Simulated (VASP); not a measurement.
# LiRe3 (Fm-3m) in VASP: a series of runs

Runs on LiRe3. Level: PBE. Tasks: single point.

All numbers are computed with VASP 6.6.1; they aren't measurements. Logs are shortened: lines on timing, memory, paths and dates and some standing lists are left out, and cuts for length are marked.

## (1) The cell of the first run

It takes space group Fm-3m (No. 225, cubic). Conventional cell: a = 5.981 Å, b = 5.981 Å, c = 5.981 Å, α = 90.00°, β = 90.00°, γ = 90.00°. Re (site symmetry m-3m) has 8 Re at 2.59 Å and 6 Li at 2.99 Å within 3.4 Å. Re (site symmetry -43m) has 10 Re at 2.59 to 2.99 Å and 4 Li at 2.59 Å within 3.4 Å. Within 3.4 Å of Li (site symmetry m-3m) lie 14 Re at 2.59 to 2.99 Å.

## (2) Single point, PBE

The input, INCAR:

```
SYSTEM = LiRe3
ALGO = Fast ; EDIFF = 1E-6
ENCUT = 520 ; GGA = PE
ISIF = 2 ; ISMEAR = -1
LASPH = .TRUE. ; LCHARG = .FALSE.
LREAL = .FALSE. ; LWAVE = .FALSE.
NBANDS = 20 ; NELM = 100
PREC = Accurate ; SIGMA = 0.05
```

The input, KPOINTS:

```
k-points
0
G
  8 8 8
  0 0 0
```

The input, POSCAR:

```
LiRe3
1.0
    0.0000000000      2.9905598192      2.9905598192
    2.9905598192      0.0000000000      2.9905598192
    2.9905598192      2.9905598192      0.0000000000
Re Li
3 1
Direct
    0.5000000000      0.5000000000      0.5000000000
    0.2500000000      0.2500000000      0.2500000000
    0.7500000000      0.7500000000      0.7500000000
    0.0000000000      0.0000000000      0.0000000000
```

Potentials or basis: VASP PAW PBE potentials, release 64 (Re, Li_sv).

Launch:

```bash
cat potpaw_PBE.64/Re/POTCAR potpaw_PBE.64/Li_sv/POTCAR > POTCAR
mpirun -np 1 vasp_std > vasp.out
```

OUTCAR:

```text
SYSTEM = LiRe3
   EDIFF = 1E-6
   ENCUT = 520
   GGA = PE
   ISIF = 2
   ISMEAR = -1
   LASPH = .TRUE.
   LREAL = .FALSE.
   NELM = 100
   PREC = Accurate

 ion  position               nearest neighbor table
   1  0.500  0.500  0.500-   2 2.59   3 2.59   2 2.59   2 2.59   2 2.59   3 2.59   3 2.59   3 2.59
                             4 2.99   4 2.99   4 2.99   4 2.99   4 2.99   4 2.99
   2  0.250  0.250  0.250-   1 2.59   4 2.59   4 2.59   4 2.59   4 2.59   1 2.59   1 2.59   1 2.59
                             3 2.99   3 2.99   3 2.99   3 2.99   3 2.99   3 2.99
   3  0.750  0.750  0.750-   1 2.59   4 2.59   1 2.59   1 2.59   1 2.59   4 2.59   4 2.59   4 2.59
                             2 2.99   2 2.99   2 2.99   2 2.99   2 2.99   2 2.99
   4  0.000  0.000  0.000-   2 2.59   3 2.59   3 2.59   3 2.59   3 2.59   2 2.59   2 2.59   2 2.59
                             1 2.99   1 2.99   1 2.99   1 2.99   1 2.99   1 2.99

  LATTYP: Found a face centered cubic cell.
 ALAT       =     5.9811196384

  Lattice vectors:

 A1 = (   0.0000000000,   2.9905598192,   2.9905598192)
 A2 = (   2.9905598192,   0.0000000000,   2.9905598192)
 A3 = (   2.9905598192,   2.9905598192,   0.0000000000)

Analysis of symmetry for initial positions (statically):
=====================================================================
 Subroutine PRICEL returns:
 Original cell was already a primitive cell.

 Routine SETGRP: Setting up the symmetry group for a
 face centered cubic supercell.

 Subroutine GETGRP returns: Found 48 space group operations
 (whereof 48 operations were pure point group operations)
 out of a pool of 48 trial point group operations.

The static configuration has the point symmetry O_h .

Analysis of symmetry for dynamics (positions and initial velocities):
=====================================================================
 Subroutine PRICEL returns:
 Original cell was already a primitive cell.

 Routine SETGRP: Setting up the symmetry group for a
 face centered cubic supercell.

 Subroutine GETGRP returns: Found 48 space group operations
 (whereof 48 operations were pure point group operations)
 out of a pool of 48 trial point group operations.

The dynamic configuration has the point symmetry O_h .

 Subroutine INISYM returns: Found 48 space group operations
 (whereof 48 operations are pure point group operations),
 and found     1 'primitive' translations

----------------------------------------------------------------------------------------

                                     Primitive cell

  volume of cell :      53.4918

  direct lattice vectors                    reciprocal lattice vectors
     0.000000000  2.990559819  2.990559819    -0.167192777  0.167192777  0.167192777
     2.990559819  0.000000000  2.990559819     0.167192777 -0.167192777  0.167192777
     2.990559819  2.990559819  0.000000000     0.167192777  0.167192777 -0.167192777

  length of vectors
     4.229290255  4.229290255  4.229290255     0.289586384  0.289586384  0.289586384

  position of ions in fractional coordinates (direct lattice)
     0.500000000  0.500000000  0.500000000
     0.250000000  0.250000000  0.250000000
     0.750000000  0.750000000  0.750000000
     0.000000000  0.000000000  0.000000000

  ion indices of the primitive-cell ions
   primitive index   ion index
                 1           1
                 2           2
                 3           3
                 4           4

----------------------------------------------------------------------------------------

 KPOINTS: k-points

Automatic generation of k-mesh.
 Grid dimensions read from file:
 generate k-points for:    8    8    8

 Generating k-lattice:

  Cartesian coordinates                     Fractional coordinates (reciprocal lattice)
    -0.020899097  0.020899097  0.020899097     0.125000000  0.000000000  0.000000000
     0.020899097 -0.020899097  0.020899097     0.000000000  0.125000000  0.000000000
     0.020899097  0.020899097 -0.020899097     0.000000000  0.000000000  0.125000000

  Length of vectors
     0.036198298  0.036198298  0.036198298

  Shift w.r.t. Gamma in fractional coordinates (k-lattice)
     0.000000000  0.000000000  0.000000000

 Subroutine IBZKPT returns following result:
 ===========================================

 Found     29 irreducible k-points:

 Following reciprocal coordinates:
            Coordinates               Weight
  0.000000  0.000000  0.000000      1.000000
  0.125000  0.000000  0.000000      8.000000
  0.250000  0.000000  0.000000      8.000000
  0.375000  0.000000  0.000000      8.000000
  0.500000  0.000000  0.000000      4.000000
  0.125000  0.125000  0.000000      6.000000
[... 16 lines left out ...]
  0.500000  0.250000  0.125000     48.000000
 -0.375000  0.250000  0.125000     24.000000
 [... further k-points ...]
   k-points           NKPTS =     29   k-points in BZ     NKDIM =     29   number of bands    NBANDS=     20
   number of dos      NEDOS =    301   number of ions     NIONS =      4
   total plane-waves  NPLWV =  32768
   dimension x,y,z NGX =    32 NGY =   32 NGZ =   32
   dimension x,y,z NGXF=    64 NGYF=   64 NGZF=   64
   ions per type =               3   1
   NGX,Y,Z   is equivalent  to a cutoff of  12.58, 12.58, 12.58 a.u.
   NGXF,Y,Z  is equivalent  to a cutoff of  25.16, 25.16, 25.16 a.u.
 SYSTEM =  LiRe3
   PREC   = accura    normal or accurate (medium, high low for compatibility)
   ISTART =      0    job   : 0-new  1-cont  2-samecut
   ICHARG =      2    charge: 1-file 2-atom 10-const
   ISPIN  =      1    spin polarized calculation?
   LNONCOLLINEAR =      F non collinear calculations
   LSORBIT =      F    spin-orbit coupling
   LASPH  =      T    aspherical Exc in radial PAW
   ENCUT  =  520.0 eV  38.22 Ry    6.18 a.u.   7.86  7.86  7.86*2*pi/ulx,y,z
   NELM   =    100;   NELMIN=  2; NELMDL= -5     # of ELM steps
   EDIFF  = 0.1E-05   stopping-criterion for ELM
   LREAL  =      F    real-space projection
[... 7 lines left out ...]
   TEBEG  =    0.0;   TEEND  =   0.0 temperature during run
   PSTRESS=    0.0 pullay stress
   NELECT =      24.0000    total number of electrons
   NUPDOWN=      -1.0000    fix difference up-down
   EMIN   =  10.00;   EMAX   =-10.00  energy-range for DOS
   EFERMI =   0.00;   METHOD = LEGACY
   ISMEAR =    -1;   SIGMA  =   0.05  broadening in eV -4-tet -1-fermi 0-gaus
   EFERMI_NEDOS =   21; number of points for ismear=-14 and -15
   IALGO  =     68    algorithm
   IMIX   =      4    mixing-type and parameters
     AMIX     =   0.40;   BMIX     =  1.00
     AMIX_MAG =   1.60;   BMIX_MAG =  1.00
  volume/ion in A,a.u.               =      13.37        90.25
  Fermi-wavevector in a.u.,A,eV,Ry     =   1.253284  2.368363 21.370946  1.570720
  Thomas-Fermi vector in A             =   2.387144
   LORBIT       =      0    0 simple, 1 ext, 2 COOP (PROOUT), +10 PAW based schemes
   GGA     = PE    functional components
   LHFCALC =     F    Hartree Fock is set to
   AEXX    =    0.0000 exact exchange contribution
   IVDW    =     0    specifies the selected vdW correction
   LEPSILON=     F    determine dielectric tensor
   LRPA    =     F    only Hartree local field effects (RPA)
 non-spin polarized calculation
 RMM-DIIS sequential band-by-band and
  energy-cutoff  :      520.00
  volume of cell :       53.49
 maximum number of plane-waves:      1459
   NGX = 15   NGY = 15   NGZ = 15

 number of electron      24.0000009 magnetization

 Free energy of the ion-electron system (eV)
  ---------------------------------------------------
  ext. energy  EPLUGINS =         0.00000000
  ---------------------------------------------------
  free energy    TOTEN  =       -38.30067955 eV

  energy without entropy =      -38.28017225  energy(sigma->0) =      -38.29042590

 E-fermi :   7.2354     XC(G=0): -12.9577

 val. band max:        7.2202451122   @ k =  -0.3750   0.5000   0.1250
 cond. band min:       7.2841069279   @ k =   0.5000   0.2500   0.1250
 fundamental gap:      0.0638618156
 Fermi energy:         7.2354084880

 k-point     1 :       0.0000    0.0000    0.0000
  band No.  band energies     occupation
      1     -37.5604      2.00000
      2      -1.8911      2.00000
      3       1.7340      2.00000
      4       1.7340      2.00000
      5       3.3775      2.00000
      6       3.3775      2.00000
[... 12 lines left out ...]
     19      15.4644      0.00000
     20      15.5084      0.00000

 k-point     2 :       0.1250    0.0000    0.0000
  band No.  band energies     occupation
      1     -37.5601      2.00000
      2      -1.6381      2.00000
      3       1.8369      2.00000
      4       1.8369      2.00000
      5       3.1384      2.00000
      6       3.4448      2.00000
[... 12 lines left out ...]
     19      15.6717      0.00000
     20      15.6802      0.00000

 k-point     3 :       0.2500    0.0000    0.0000
  band No.  band energies     occupation
      1     -37.5595      2.00000
      2      -0.9253      2.00000
      3       2.1398      2.00000
      4       2.1399      2.00000
      5       2.9196      2.00000
      6       3.4801      2.00000
[... 12 lines left out ...]
     19      16.1150      0.00000
     20      16.2962      0.00000

 k-point     4 :       0.3750    0.0000    0.0000
  band No.  band energies     occupation
      1     -37.5589      2.00000
      2       0.0573      2.00000
      3       2.5631      2.00000
      4       2.5631      2.00000
      5       2.9592      2.00000
      6       3.4027      2.00000
[... 12 lines left out ...]
     19      16.4335      0.00000
     20      16.4398      0.00000

 k-point     5 :       0.5000    0.0000    0.0000
  band No.  band energies     occupation
      1     -37.5588      2.00000
      2       0.6817      2.00000
      3       2.7929      2.00000
      4       2.8040      2.00000
      5       2.8040      2.00000
      6       3.1285      2.00000
[... 12 lines left out ...]
     19      16.4773      0.00000
     20      16.4839      0.00000

 k-point     6 :       0.1250    0.1250    0.0000
  band No.  band energies     occupation
      1     -37.5600      2.00000
      2      -1.5583      2.00000
      3       1.8043      2.00000
      4       1.9257      2.00000
      5       3.3162      2.00000
      6       3.3162      2.00000
[... 12 lines left out ...]
     19      15.9480      0.00000
     20      16.0847      0.00000

 k-point     7 :       0.2500    0.1250    0.0000
  band No.  band energies     occupation
      1     -37.5596      2.00000
      2      -1.0100      2.00000
      3       1.9584      2.00000
      4       2.2116      2.00000
      5       3.0005      2.00000
      6       3.3204      2.00000
[... 12 lines left out ...]
     19      14.4720      0.00000
     20      15.3606      0.00000
[... 277 lines left out ...]
 k-point    20 :      -0.3750    0.3750    0.0000
  band No.  band energies     occupation
      1     -37.5584      2.00000
      2       1.2958      2.00000
      3       1.7184      2.00000
      4       1.9240      2.00000
      5       2.8726      2.00000
      6       3.2394      2.00000
[... 12 lines left out ...]
     19      11.3548      0.00000
     20      11.5920      0.00000

 k-point    21 :       0.5000    0.5000    0.0000
  band No.  band energies     occupation
      1     -37.5583      2.00000
      2       1.3932      2.00000
      3       1.4034      2.00000
      4       1.4677      2.00000
      5       3.3162      2.00000
      6       3.4966      2.00000
[... 12 lines left out ...]
     19      10.4242      0.00000
     20      10.8312      0.00000

 k-point    22 :       0.3750    0.2500    0.1250
  band No.  band energies     occupation
      1     -37.5591      2.00000
      2      -0.3806      2.00000
      3       2.0837      2.00000
      4       2.5589      2.00000
      5       2.8529      2.00000
      6       2.8931      2.00000
[... 12 lines left out ...]
     19      13.3517      0.00000
     20      14.0053      0.00000

 k-point    23 :       0.5000    0.2500    0.1250
  band No.  band energies     occupation
      1     -37.5587      2.00000
      2       0.4756      2.00000
      3       2.2275      2.00000
      4       2.3595      2.00000
      5       2.7682      2.00000
      6       3.0578      2.00000
[... 12 lines left out ...]
     19      12.9920      0.00000
     20      13.4784      0.00000

 k-point    24 :      -0.3750    0.2500    0.1250
  band No.  band energies     occupation
      1     -37.5585      2.00000
      2       1.0537      2.00000
      3       1.8715      2.00000
      4       2.5365      2.00000
      5       2.6465      2.00000
      6       3.3344      2.00000
[... 12 lines left out ...]
     19      12.9793      0.00000
     20      13.3067      0.00000

 [... further k-points ...]

------------------------ aborting loop because EDIFF is reached ----------------------------------------

  FORCE on cell =-STRESS in cart. coord.  units (eV):
  Direction    XX          YY          ZZ          XY          YZ          ZX
  --------------------------------------------------------------------------------------
  -------------------------------------------------------------------------------------
  Total        4.8187384      4.8187384      4.8187384      0.0000000      0.0000000     -0.0000000
  in kB      144.3299493    144.3299493    144.3299493      0.0000000      0.0000000     -0.0000000
  external PRESSURE =     144.3299493 kB  Pullay stress =       0.0000000 kB

 VOLUME and BASIS-vectors are now :
 -----------------------------------------------------------------------------
  energy-cutoff  :      520.00
  volume of cell :       53.49
      direct lattice vectors                 reciprocal lattice vectors
     0.000000000  2.990559819  2.990559819    -0.167192777  0.167192777  0.167192777
     2.990559819  0.000000000  2.990559819     0.167192777 -0.167192777  0.167192777
     2.990559819  2.990559819  0.000000000     0.167192777  0.167192777 -0.167192777

 POSITION                                       TOTAL-FORCE (eV/Angst)
 -----------------------------------------------------------------------------------
      2.99056      2.99056      2.99056         0.000000      0.000000     -0.000000
      1.49528      1.49528      1.49528         0.000000      0.000000      0.000000
      4.48584      4.48584      4.48584        -0.000000     -0.000000     -0.000000
      0.00000      0.00000      0.00000         0.000000      0.000000     -0.000000
 -----------------------------------------------------------------------------------
    total drift:                               -0.000000     -0.000000      0.000000

  FREE ENERGIE OF THE ION-ELECTRON SYSTEM (eV)
  ---------------------------------------------------
  free  energy   TOTEN  =       -38.3006795454 eV

  energy  without entropy=      -38.2801722485  energy(sigma->0) =      -38.29042590
```

Wall time 64 s (1 thread of Intel Xeon Platinum 8488C (Sapphire Rapids), shared host); peak memory 0.18 GiB.

Results:

| Quantity | Value |
| --- | --- |
| Free energy | -38.3007 eV |
| Band gap on the k mesh | zero (bands 12 and 13 overlap by 2.81 eV) |

Levels at points of the mesh, in eV from the Fermi level:
| k point | band 10 | band 11 | band 12 | band 13 | band 14 | band 15 |
| --- | --- | --- | --- | --- | --- | --- |
| (0.00, 0.00, 0.00) | -2.96 | 1.95 | 1.95 | 1.95 | 2.07 | 2.07 |
| (0.50, 0.00, 0.00) | -2.08 | -0.92 | -0.92 | -0.85 | 1.89 | 1.89 |
| (0.50, 0.50, 0.00) | -1.09 | -1.09 | 0.78 | 0.78 | 1.23 | 1.51 |

Caveat: the cutoff is under 1.25 times the usual one of these potentials, so pressure, stress and relaxed cells hold a basis-set (Pulay) error; spin-orbit coupling is left out, which moves the levels of the heavy elements.

[end of part 1 of 2]

The gap in the log of VASP goes by the Fermi energy; the results here count the filled bands.